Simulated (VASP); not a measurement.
# Ta (Fmmm) in VASP: single point with r2SCAN

Aim: the single point of Ta with r2SCAN.

All numbers are computed with VASP 6.6.1; they aren't measurements. Logs are shortened: lines on timing, memory, paths and dates and some standing lists are left out, and cuts for length are marked.

## (1) The cell of the first run

It takes space group Fmmm (No. 69, orthorhombic). Conventional cell: a = 3.303 Å, b = 4.437 Å, c = 4.904 Å, α = 90.00°, β = 90.00°, γ = 90.00°. Within 3.6 Å of Ta (site symmetry mmm) lie 14 Ta at 2.77 to 3.31 Å.

## (2) Single point, r2SCAN (strain -0.1000 x Voigt [0, 0, 0, 0, 0, 1])

POSCAR

```
Ta
1.0
   -1.7338440000      1.7338440000      1.6512800000
    1.7338440000     -1.7338440000      1.6512800000
    1.5687160000      1.5687160000     -1.6512800000
Ta
1
Direct
    0.0000000000      0.0000000000      0.0000000000
```

INCAR.step1

```
SYSTEM = Ta
PREC = Accurate ; ENCUT = 520
ISMEAR = 0 ; SIGMA = 0.15
LREAL = .FALSE. ; LASPH = .TRUE.
NELM = 100 ; NBANDS = 12
GGA = PE ; ALGO = Normal
EDIFF = 1E-4 ; LWAVE = .TRUE.
LCHARG = .FALSE.
```

INCAR.step2

```
SYSTEM = Ta
PREC = Accurate ; ENCUT = 520
EDIFF = 1E-7 ; ISMEAR = 0
SIGMA = 0.15 ; LREAL = .FALSE.
LASPH = .TRUE. ; NELM = 100
ALGO = Normal ; ISIF = 2
LWAVE = .FALSE. ; LCHARG = .TRUE.
METAGGA = R2SCAN ; LMIXTAU = .TRUE.
LELF = .TRUE. ; LVHAR = .TRUE.
NBANDS = 12 ; ISTART = 1
```

KPOINTS

```
regular mesh
0
G
  20 20 20
  0 0 0
```

Potentials or basis: VASP PAW PBE potentials, release 64 (Ta_pv).

Command:

```bash
cat potpaw_PBE.64/Ta_pv/POTCAR > POTCAR
cp INCAR.step1 INCAR
mpirun -np 1 vasp_std > vasp.out
cp INCAR.step2 INCAR
mpirun -np 1 vasp_std > vasp.out
```

OUTCAR:

```text
SYSTEM = Ta
   PREC = Accurate
   ENCUT = 520
   EDIFF = 1E-7
   ISMEAR = 0
   LREAL = .FALSE.
   LASPH = .TRUE.
   NELM = 100
   ISIF = 2
   METAGGA = R2SCAN
   ISTART = 1

 ion  position               nearest neighbor table
   1  0.000  0.000  0.000-

  LATTYP: Found a face centered orthorhombic cell.
 ALAT       =     3.3025600000
 B/A-ratio  =     1.3435028843
 C/A-ratio  =     1.4849242405

  Lattice vectors:

 A1 = (  -0.1651280000,   3.3025600000,   0.0000000000)
 A2 = (  -1.7338440000,   1.7338440000,   1.6512800000)
 A3 = (   1.5687160000,   1.5687160000,   1.6512800000)

Analysis of symmetry for initial positions (statically):
=====================================================================
 Subroutine PRICEL returns:
 Original cell was already a primitive cell.

 Routine SETGRP: Setting up the symmetry group for a
 face centered orthorhombic supercell.

 Subroutine GETGRP returns: Found  8 space group operations
 (whereof  8 operations were pure point group operations)
 out of a pool of  8 trial point group operations.

The static configuration has the point symmetry D_2h.

Analysis of symmetry for dynamics (positions and initial velocities):
=====================================================================
 Subroutine PRICEL returns:
 Original cell was already a primitive cell.

 Routine SETGRP: Setting up the symmetry group for a
 face centered orthorhombic supercell.

 Subroutine GETGRP returns: Found  8 space group operations
 (whereof  8 operations were pure point group operations)
 out of a pool of  8 trial point group operations.

The dynamic configuration has the point symmetry D_2h.

 Subroutine INISYM returns: Found  8 space group operations
 (whereof  8 operations are pure point group operations),
 and found     1 'primitive' translations

----------------------------------------------------------------------------------------

                                     Primitive cell

  volume of cell :      17.9653

  direct lattice vectors                    reciprocal lattice vectors
    -1.733844000  1.733844000  1.651280000     0.015177715  0.303554293  0.302795407
     1.733844000 -1.733844000  1.651280000     0.303554293  0.015177715  0.302795407
     1.568716000  1.568716000 -1.651280000     0.318732008  0.318732008  0.000000000

  length of vectors
     2.956206297  2.956206297  2.765585908     0.429022879  0.429022879  0.450755128

  position of ions in fractional coordinates (direct lattice)
     0.000000000  0.000000000  0.000000000

  ion indices of the primitive-cell ions
   primitive index   ion index
                 1           1

----------------------------------------------------------------------------------------

 KPOINTS: regular mesh

Automatic generation of k-mesh.
 Grid dimensions read from file:
 generate k-points for:   20   20   20

 Generating k-lattice:

  Cartesian coordinates                     Fractional coordinates (reciprocal lattice)
     0.000758886  0.015177715  0.015139770     0.050000000 -0.000000000  0.000000000
     0.015177715  0.000758886  0.015139770    -0.000000000  0.050000000  0.000000000
     0.015936600  0.015936600  0.000000000     0.000000000  0.000000000  0.050000000

  Length of vectors
     0.021451144  0.021451144  0.022537756

  Shift w.r.t. Gamma in fractional coordinates (k-lattice)
     0.000000000  0.000000000  0.000000000

 Subroutine IBZKPT returns following result:
 ===========================================

 Found   1166 irreducible k-points:

 Following reciprocal coordinates:
            Coordinates               Weight
  0.000000  0.000000  0.000000      1.000000
  0.050000 -0.000000  0.000000      8.000000
  0.100000  0.000000  0.000000      8.000000
  0.150000 -0.000000  0.000000      8.000000
  0.200000  0.000000  0.000000      8.000000
  0.250000 -0.000000  0.000000      8.000000
[... 16 lines left out ...]
 -0.400000  0.050000 -0.000000      8.000000
 -0.350000  0.050000 -0.000000      8.000000
 [... further k-points ...]
   k-points           NKPTS =   1166   k-points in BZ     NKDIM =   1166   number of bands    NBANDS=     12
   number of dos      NEDOS =    301   number of ions     NIONS =      1
   total plane-waves  NPLWV =  13824
   dimension x,y,z NGX =    24 NGY =   24 NGZ =   24
   dimension x,y,z NGXF=    48 NGYF=   48 NGZF=   48
   ions per type =               1
   NGX,Y,Z   is equivalent  to a cutoff of  13.50, 13.50, 14.43 a.u.
   NGXF,Y,Z  is equivalent  to a cutoff of  26.99, 26.99, 28.85 a.u.
 SYSTEM =  Ta
   PREC   = accura    normal or accurate (medium, high low for compatibility)
   ISTART =      1    job   : 0-new  1-cont  2-samecut
   ICHARG =      0    charge: 1-file 2-atom 10-const
   ISPIN  =      1    spin polarized calculation?
   LNONCOLLINEAR =      F non collinear calculations
   LSORBIT =      F    spin-orbit coupling
   LASPH  =      T    aspherical Exc in radial PAW
   ENCUT  =  520.0 eV  38.22 Ry    6.18 a.u.   5.50  5.50  5.14*2*pi/ulx,y,z
   NELM   =    100;   NELMIN=  2; NELMDL=  0     # of ELM steps
   EDIFF  = 0.1E-06   stopping-criterion for ELM
   LREAL  =      F    real-space projection
   EDIFFG = 0.1E-05   stopping-criterion for IOM
   NSW    =      0    number of steps for IOM
   IBRION =     -1    ionic relax: 0-MD 1-quasi-New 2-CG
   NFREE  =      0    steps in history (QN), initial steepest desc. (CG)
   ISIF   =      2    stress and relaxation
   ISYM   =      2    0-nonsym 1-usesym 2-fastsym
   POTIM  = 0.5000    time-step for ionic-motion
   TEBEG  =    0.0;   TEEND  =   0.0 temperature during run
   PSTRESS=    0.0 pullay stress
   NELECT =      11.0000    total number of electrons
   NUPDOWN=      -1.0000    fix difference up-down
   EMIN   =  10.00;   EMAX   =-10.00  energy-range for DOS
   EFERMI =   0.00;   METHOD = LEGACY
   ISMEAR =     0;   SIGMA  =   0.15  broadening in eV -4-tet -1-fermi 0-gaus
   EFERMI_NEDOS =   21; number of points for ismear=-14 and -15
   IALGO  =     38    algorithm
   IMIX   =      4    mixing-type and parameters
     AMIX     =   0.40;   BMIX     =  1.00
     AMIX_MAG =   1.60;   BMIX_MAG =  1.00
  volume/ion in A,a.u.               =      17.97       121.24
  Fermi-wavevector in a.u.,A,eV,Ry     =   1.390147  2.626997 26.293374  1.932509
  Thomas-Fermi vector in A             =   2.514110
   LORBIT       =      0    0 simple, 1 ext, 2 COOP (PROOUT), +10 PAW based schemes
   METAGGA = R2SCAN    functional components
   LHFCALC =     F    Hartree Fock is set to
   AEXX    =    0.0000 exact exchange contribution
   IVDW    =     0    specifies the selected vdW correction
   LEPSILON=     F    determine dielectric tensor
   LRPA    =     F    only Hartree local field effects (RPA)
 non-spin polarized calculation
 Gauss-broadening in eV      SIGMA  =   0.15
  energy-cutoff  :      520.00
  volume of cell :       17.97
 maximum number of plane-waves:       499
 NGX is ok and might be reduce to    24
   NGX = 11   NGY = 11   NGZ = 11

 number of electron      11.0000002 magnetization

 Free energy of the ion-electron system (eV)
  ---------------------------------------------------
  ext. energy  EPLUGINS =         0.00000000
  ---------------------------------------------------
  free energy    TOTEN  =       -48.54638261 eV

  energy without entropy =      -48.53190578  energy(sigma->0) =      -48.53914420

 E-fermi :   5.3455     XC(G=0): -13.7745

 val. band max:        5.3450335167   @ k =  -0.1500  -0.2000   0.1000
 cond. band min:       5.3460486065   @ k =   0.2000   0.1500   0.3000
 fundamental gap:      0.0010150898
 Fermi energy:         5.3454651916

 k-point     1 :       0.0000    0.0000    0.0000
  band No.  band energies     occupation
      1     -29.0007      2.00000
      2     -28.8148      2.00000
      3     -28.6844      2.00000
      4      -2.9803      2.00000
      5       5.2937      1.37424
      6       5.8863      0.00000
      7       7.0899      0.00000
      8       9.7492      0.00000
      9      10.0969      0.00000
     10      17.5491      0.00000
     11      20.1636      0.00000
     12      21.2090      0.00000

 k-point     2 :       0.0500   -0.0000    0.0000
  band No.  band energies     occupation
      1     -29.0105      2.00000
      2     -28.8339      2.00000
      3     -28.7004      2.00000
      4      -2.8621      2.00000
      5       5.3117      1.24985
      6       5.9130      0.00000
      7       7.0628      0.00000
      8       9.6416      0.00000
      9      10.0563      0.00000
     10      17.5491      0.00000
     11      20.3735      0.00000
     12      21.4275      0.00000

 k-point     3 :       0.1000    0.0000    0.0000
  band No.  band energies     occupation
      1     -29.0460      2.00000
      2     -28.8991      2.00000
      3     -28.7292      2.00000
      4      -2.5176      2.00000
      5       5.3043      1.30198
      6       5.9797      0.00000
      7       7.0404      0.00000
      8       9.3801      0.00000
      9       9.9915      0.00000
     10      17.5490      0.00000
     11      20.8640      0.00000
     12      22.0726      0.00000
[... 286 lines left out ...]
 k-point    23 :      -0.4000    0.0500   -0.0000
  band No.  band energies     occupation
      1     -29.9212      2.00000
      2     -29.2440      2.00000
      3     -28.7871      2.00000
      4       0.7146      2.00000
      5       3.9727      2.00000
      6       5.6592      0.00310
      7       9.6135      0.00000
      8      10.3916      0.00000
      9      11.6761      0.00000
     10      17.5455      0.00000
     11      18.6841      0.00000
     12      19.6389      0.00000

 k-point    24 :      -0.3500    0.0500   -0.0000
  band No.  band energies     occupation
      1     -29.7603      2.00000
      2     -29.1999      2.00000
      3     -28.7845      2.00000
      4       0.3846      2.00000
      5       4.2087      2.00000
      6       5.2415      1.67301
      7       9.4327      0.00000
      8      10.0729      0.00000
      9      10.7472      0.00000
     10      17.5476      0.00000
     11      19.7204      0.00000
     12      20.8694      0.00000

 [... further k-points ...]
[... 5 lines left out ...]
  --------------------------------------------------------------------------------------
  -------------------------------------------------------------------------------------
  Total        0.1970370      0.1970370      0.3624739      0.7085098      0.0000000      0.0000000
  in kB       17.5720887     17.5720887     32.3260186     63.1860733      0.0000000      0.0000000
  external PRESSURE =      22.4900653 kB  Pullay stress =       0.0000000 kB

 VOLUME and BASIS-vectors are now :
 -----------------------------------------------------------------------------
  energy-cutoff  :      520.00
  volume of cell :       17.97
      direct lattice vectors                 reciprocal lattice vectors
    -1.733844000  1.733844000  1.651280000     0.015177715  0.303554293  0.302795407
     1.733844000 -1.733844000  1.651280000     0.303554293  0.015177715  0.302795407
     1.568716000  1.568716000 -1.651280000     0.318732008  0.318732008  0.000000000

 POSITION                                       TOTAL-FORCE (eV/Angst)
 -----------------------------------------------------------------------------------
      0.00000      0.00000      0.00000         0.000000      0.000000      0.000000
 -----------------------------------------------------------------------------------
    total drift:                                0.000000     -0.000000     -0.000000

  FREE ENERGIE OF THE ION-ELECTRON SYSTEM (eV)
  ---------------------------------------------------
  free  energy   TOTEN  =       -48.5463826147 eV

  energy  without entropy=      -48.5319057796  energy(sigma->0) =      -48.53914420
```

Wall time 25 min (1 thread of Oxide Virtual Turin-like, shared host); peak memory 0.32 GiB.

What came out:

```yaml
Free_energy: -48.5464 eV
Pressure: 2.2 GPa
Band_gap_on_the_k_mesh: zero (an odd number of electrons rules out a gap without spin polarisation)
```

Levels at points of the mesh, in eV from the Fermi level:
```csv
k point,band 2,band 3,band 4,band 5,band 6,band 7,band 8,band 9,band 10,band 11
"(0.00, 0.00, 0.00)",-34.16,-34.03,-8.33,-0.05,0.54,1.74,4.40,4.75,12.20,14.82
"(0.50, 0.00, 0.00)",-34.62,-34.13,-4.55,-1.63,1.51,4.31,5.27,7.89,12.19,12.40
"(0.50, 0.50, 0.00)",-34.42,-34.07,-4.72,-1.89,0.71,5.03,6.05,7.59,11.20,12.21
"(0.00, 0.00, 0.50)",-34.76,-34.30,-4.47,-1.35,2.37,3.65,4.42,8.86,11.80,12.20
"(0.50, 0.50, 0.50)",-35.08,-34.89,-4.01,-3.90,6.11,6.97,8.24,8.57,9.04,9.76
```

Caveat: the cell differs from its parent crystal (strain -0.1000 x Voigt [0, 0, 0, 0, 0, 1]); the PAW data sets were made with another functional, which shifts forces and pressure a little; spin-orbit coupling is left out, which moves the levels of the heavy elements.
